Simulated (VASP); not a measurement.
# C in VASP: single point with PBE

Aim: the single point of C with PBE.

All numbers are computed with VASP 6.6.1; they aren't measurements. Logs are shortened: lines on timing, memory, paths and dates and some standing lists are left out, and cuts for length are marked.

**1. The cell of the first run**

The cell holds a slab with vacuum, 2 atoms: a = 2.456 Å, b = 2.456 Å, c = 13.000 Å, α = 90.00°, β = 90.00°, γ = 120.00°.

**2. Single point, PBE**

Contents of INCAR:

```
SYSTEM = C
  PREC = Accurate
  ENCUT = 520
  EDIFF = 1E-6
  ISMEAR = 0
  SIGMA = 0.05
  LREAL = .FALSE.
  LASPH = .TRUE.
  NELM = 60
  ALGO = Normal
  ISIF = 2
  LWAVE = .FALSE.
  LCHARG = .FALSE.
  GGA = PE
  NBANDS = 11
```

Contents of KPOINTS:

```
Automatic mesh
0
G
  30 30 1
  0 0 0
```

Contents of POSCAR:

```
C
1.0
    2.4562275100      0.0000000000      0.0000000000
   -1.2281137500      2.1271554200      0.0000000000
    0.0000000000      0.0000000000     13.0001609700
C
2
Direct
    0.3333333300      0.6666666700      0.5000000000
    0.6666666700      0.3333333300      0.5000000000
```

Potentials or basis: VASP PAW PBE potentials, release 64 (C).

Started as:

```console
cat potpaw_PBE.64/C/POTCAR > POTCAR
mpirun -np 1 vasp_std > vasp.out
```

OUTCAR:

```text
SYSTEM = C
   PREC = Accurate
   ENCUT = 520
   EDIFF = 1E-6
   ISMEAR = 0
   LREAL = .FALSE.
   LASPH = .TRUE.
   NELM = 60
   ISIF = 2
   GGA = PE

 ion  position               nearest neighbor table
   1  0.333  0.667  0.500-   2 1.42   2 1.42   2 1.42
   2  0.667  0.333  0.500-   1 1.42   1 1.42   1 1.42

  LATTYP: Found a hexagonal cell.
 ALAT       =     2.4562275100
 C/A-ratio  =     5.2927348615

  Lattice vectors:

 A1 = (   2.4562275100,   0.0000000000,   0.0000000000)
 A2 = (  -1.2281137500,   2.1271554200,   0.0000000000)
 A3 = (   0.0000000000,   0.0000000000,  13.0001609700)

Analysis of symmetry for initial positions (statically):
=====================================================================
 Subroutine PRICEL returns:
 Original cell was already a primitive cell.

 Routine SETGRP: Setting up the symmetry group for a
 hexagonal supercell.

 Subroutine GETGRP returns: Found 24 space group operations
 (whereof 24 operations were pure point group operations)
 out of a pool of 24 trial point group operations.

The static configuration has the point symmetry D_6h.

Analysis of symmetry for dynamics (positions and initial velocities):
=====================================================================
 Subroutine PRICEL returns:
 Original cell was already a primitive cell.

 Routine SETGRP: Setting up the symmetry group for a
 hexagonal supercell.

 Subroutine GETGRP returns: Found 24 space group operations
 (whereof 24 operations were pure point group operations)
 out of a pool of 24 trial point group operations.

The dynamic configuration has the point symmetry D_6h.

 Subroutine INISYM returns: Found 24 space group operations
 (whereof 24 operations are pure point group operations),
 and found     1 'primitive' translations

----------------------------------------------------------------------------------------

                                     Primitive cell

  volume of cell :      67.9230

  direct lattice vectors                    reciprocal lattice vectors
     2.456227510  0.000000000  0.000000000     0.407128410  0.235055696  0.000000000
    -1.228113750  2.127155420  0.000000000     0.000000000  0.470111394  0.000000000
     0.000000000  0.000000000 13.000160970     0.000000000  0.000000000  0.076922124

  length of vectors
     2.456227510  2.456227507 13.000160970     0.470111393  0.470111394  0.076922124

  position of ions in fractional coordinates (direct lattice)
     0.333333330  0.666666670  0.500000000
     0.666666670  0.333333330  0.500000000

  ion indices of the primitive-cell ions
   primitive index   ion index
                 1           1
                 2           2

----------------------------------------------------------------------------------------

 KPOINTS: Automatic mesh

Automatic generation of k-mesh.
 Grid dimensions read from file:
 generate k-points for:   30   30    1

 Generating k-lattice:

  Cartesian coordinates                     Fractional coordinates (reciprocal lattice)
     0.013570947  0.007835190  0.000000000     0.033333333  0.000000000  0.000000000
     0.000000000  0.015670380  0.000000000     0.000000000  0.033333333  0.000000000
     0.000000000  0.000000000  0.076922124     0.000000000  0.000000000  1.000000000

  Length of vectors
     0.015670380  0.015670380  0.076922124

  Shift w.r.t. Gamma in fractional coordinates (k-lattice)
     0.000000000  0.000000000  0.000000000

 Subroutine IBZKPT returns following result:
 ===========================================

 Found     91 irreducible k-points:

 Following reciprocal coordinates:
            Coordinates               Weight
  0.000000  0.000000  0.000000      1.000000
  0.033333 -0.000000  0.000000      6.000000
  0.066667  0.000000  0.000000      6.000000
  0.100000 -0.000000  0.000000      6.000000
  0.133333 -0.000000  0.000000      6.000000
  0.166667 -0.000000  0.000000      6.000000
[... 16 lines left out ...]
  0.233333  0.033333  0.000000     12.000000
  0.266667  0.033333  0.000000     12.000000
 [... further k-points ...]
   k-points           NKPTS =     91   k-points in BZ     NKDIM =     91   number of bands    NBANDS=     11
   number of dos      NEDOS =    301   number of ions     NIONS =      2
   total plane-waves  NPLWV =  31752
   dimension x,y,z NGX =    18 NGY =   18 NGZ =   98
   dimension x,y,z NGXF=    36 NGYF=   36 NGZF=  196
   ions per type =               2
   NGX,Y,Z   is equivalent  to a cutoff of  12.18, 12.18, 12.53 a.u.
   NGXF,Y,Z  is equivalent  to a cutoff of  24.37, 24.37, 25.06 a.u.
 SYSTEM =  C
   PREC   = accura    normal or accurate (medium, high low for compatibility)
   ISTART =      0    job   : 0-new  1-cont  2-samecut
   ICHARG =      2    charge: 1-file 2-atom 10-const
   ISPIN  =      1    spin polarized calculation?
   LNONCOLLINEAR =      F non collinear calculations
   LSORBIT =      F    spin-orbit coupling
   LASPH  =      T    aspherical Exc in radial PAW
   ENCUT  =  520.0 eV  38.22 Ry    6.18 a.u.   4.57  4.57 24.17*2*pi/ulx,y,z
   NELM   =     60;   NELMIN=  2; NELMDL= -5     # of ELM steps
   EDIFF  = 0.1E-05   stopping-criterion for ELM
   LREAL  =      F    real-space projection
   EDIFFG = 0.1E-04   stopping-criterion for IOM
   NSW    =      0    number of steps for IOM
   IBRION =     -1    ionic relax: 0-MD 1-quasi-New 2-CG
   NFREE  =      0    steps in history (QN), initial steepest desc. (CG)
   ISIF   =      2    stress and relaxation
   ISYM   =      2    0-nonsym 1-usesym 2-fastsym
   POTIM  = 0.5000    time-step for ionic-motion
   TEBEG  =    0.0;   TEEND  =   0.0 temperature during run
   PSTRESS=    0.0 pullay stress
   NELECT =       8.0000    total number of electrons
   NUPDOWN=      -1.0000    fix difference up-down
   EMIN   =  10.00;   EMAX   =-10.00  energy-range for DOS
   EFERMI =   0.00;   METHOD = LEGACY
   ISMEAR =     0;   SIGMA  =   0.05  broadening in eV -4-tet -1-fermi 0-gaus
   EFERMI_NEDOS =   21; number of points for ismear=-14 and -15
   IALGO  =     38    algorithm
   IMIX   =      4    mixing-type and parameters
     AMIX     =   0.40;   BMIX     =  1.00
     AMIX_MAG =   1.60;   BMIX_MAG =  1.00
  volume/ion in A,a.u.               =      33.96       229.18
  Fermi-wavevector in a.u.,A,eV,Ry     =   0.802477  1.516462  8.761737  0.643969
  Thomas-Fermi vector in A             =   1.910162
   LORBIT       =      0    0 simple, 1 ext, 2 COOP (PROOUT), +10 PAW based schemes
   GGA     = PE    functional components
   LHFCALC =     F    Hartree Fock is set to
   AEXX    =    0.0000 exact exchange contribution
   IVDW    =     0    specifies the selected vdW correction
   LEPSILON=     F    determine dielectric tensor
   LRPA    =     F    only Hartree local field effects (RPA)
 non-spin polarized calculation
 Gauss-broadening in eV      SIGMA  =   0.05
  energy-cutoff  :      520.00
  volume of cell :       67.92
 maximum number of plane-waves:      1866
   NGX =  9   NGY =  9   NGZ = 49

 number of electron       7.9999997 magnetization

 Free energy of the ion-electron system (eV)
  ---------------------------------------------------
  ext. energy  EPLUGINS =         0.00000000
  ---------------------------------------------------
  free energy    TOTEN  =       -18.44829253 eV

  energy without entropy =      -18.44816715  energy(sigma->0) =      -18.44822984

 E-fermi :  -1.8901     XC(G=0):  -3.3026

 val. band max:       -1.8900850009   @ k =   0.3333   0.3333   0.0000
 cond. band min:      -1.8900845160   @ k =   0.3333   0.3333   0.0000
 fundamental gap:      0.0000004849
 Fermi energy:        -1.8900847576

 k-point     1 :       0.0000    0.0000    0.0000
  band No.  band energies     occupation
      1     -21.5083      2.00000
      2      -9.5878      2.00000
      3      -4.9315      2.00000
      4      -4.9315      2.00000
      5       1.3030      0.00000
      6       2.3355      0.00000
      7       3.0673      0.00000
      8       5.6738      0.00000
      9       6.4934      0.00000
     10       6.4934      0.00000
     11       6.7104      0.00000

 k-point     2 :       0.0333   -0.0000    0.0000
  band No.  band energies     occupation
      1     -21.4819      2.00000
      2      -9.5561      2.00000
      3      -5.0408      2.00000
      4      -4.9897      2.00000
      5       1.3390      0.00000
      6       2.3717      0.00000
      7       3.1036      0.00000
      8       5.7094      0.00000
      9       6.5028      0.00000
     10       6.6095      0.00000
     11       6.7533      0.00000

 k-point     3 :       0.0667    0.0000    0.0000
  band No.  band energies     occupation
      1     -21.4026      2.00000
      2      -9.4612      2.00000
      3      -5.3577      2.00000
      4      -5.1563      2.00000
      5       1.4468      0.00000
      6       2.4801      0.00000
      7       3.2127      0.00000
      8       5.8161      0.00000
      9       6.5275      0.00000
     10       6.8735      0.00000
     11       6.9494      0.00000

 k-point     4 :       0.1000   -0.0000    0.0000
  band No.  band energies     occupation
      1     -21.2706      2.00000
      2      -9.3034      2.00000
      3      -5.8533      2.00000
      4      -5.4106      2.00000
      5       1.6267      0.00000
      6       2.6606      0.00000
      7       3.3945      0.00000
      8       5.9935      0.00000
      9       6.5503      0.00000
     10       7.0600      0.00000
     11       7.4907      0.00000
[... 239 lines left out ...]
 k-point    22 :       0.2000    0.0333    0.0000
  band No.  band energies     occupation
      1     -20.3780      2.00000
      2      -8.4793      2.00000
      3      -8.2463      2.00000
      4      -6.6956      2.00000
      5       2.8486      0.00000
      6       3.8804      0.00000
      7       4.6303      0.00000
      8       6.2923      0.00000
      9       6.4771      0.00000
     10       7.2118      0.00000
     11       8.2657      0.00000

 k-point    23 :       0.2333    0.0333    0.0000
  band No.  band energies     occupation
      1     -20.0132      2.00000
      2      -9.3451      2.00000
      3      -7.8206      2.00000
      4      -7.0465      2.00000
      5       3.3507      0.00000
      6       4.3655      0.00000
      7       5.1372      0.00000
      8       5.4261      0.00000
      9       6.3651      0.00000
     10       7.6982      0.00000
     11       8.7598      0.00000

 k-point    24 :       0.2667    0.0333    0.0000
  band No.  band energies     occupation
      1     -19.5987      2.00000
      2     -10.2280      2.00000
      3      -7.3712      2.00000
      4      -7.3427      2.00000
      5       3.9232      0.00000
      6       4.4062      0.00000
      7       5.0355      0.00000
      8       5.7083      0.00000
      9       6.2510      0.00000
     10       8.2563      0.00000
     11       9.3243      0.00000

 [... further k-points ...]
[... 5 lines left out ...]
  --------------------------------------------------------------------------------------
  -------------------------------------------------------------------------------------
  Total        0.6513960      0.6513960     -0.0108404      0.0000000     -0.0000000     -0.0000000
  in kB       15.3652331     15.3652331     -0.2557060      0.0000000     -0.0000000     -0.0000000
  external PRESSURE =      10.1582534 kB  Pullay stress =       0.0000000 kB

 VOLUME and BASIS-vectors are now :
 -----------------------------------------------------------------------------
  energy-cutoff  :      520.00
  volume of cell :       67.92
      direct lattice vectors                 reciprocal lattice vectors
     2.456227510  0.000000000  0.000000000     0.407128410  0.235055696  0.000000000
    -1.228113750  2.127155420  0.000000000     0.000000000  0.470111394  0.000000000
     0.000000000  0.000000000 13.000160970     0.000000000  0.000000000  0.076922124

 POSITION                                       TOTAL-FORCE (eV/Angst)
 -----------------------------------------------------------------------------------
     -0.00000      1.41810      6.50008        -0.000000      0.000000      0.000000
      1.22811      0.70905      6.50008         0.000000     -0.000000      0.000000
 -----------------------------------------------------------------------------------
    total drift:                                0.000000     -0.000000     -0.000000

  FREE ENERGIE OF THE ION-ELECTRON SYSTEM (eV)
  ---------------------------------------------------
  free  energy   TOTEN  =       -18.4482925300 eV

  energy  without entropy=      -18.4481671546  energy(sigma->0) =      -18.44822984
```

Run time: 92 s. Hardware: 1 thread of Intel Xeon Platinum 8259CL at 2.50GHz (Skylake/Cascade Lake), shared host; peak memory 0.19 GiB.

Results:

- Free energy: -18.4483 eV
- Band gap on the k mesh: zero (filled and empty bands touch)
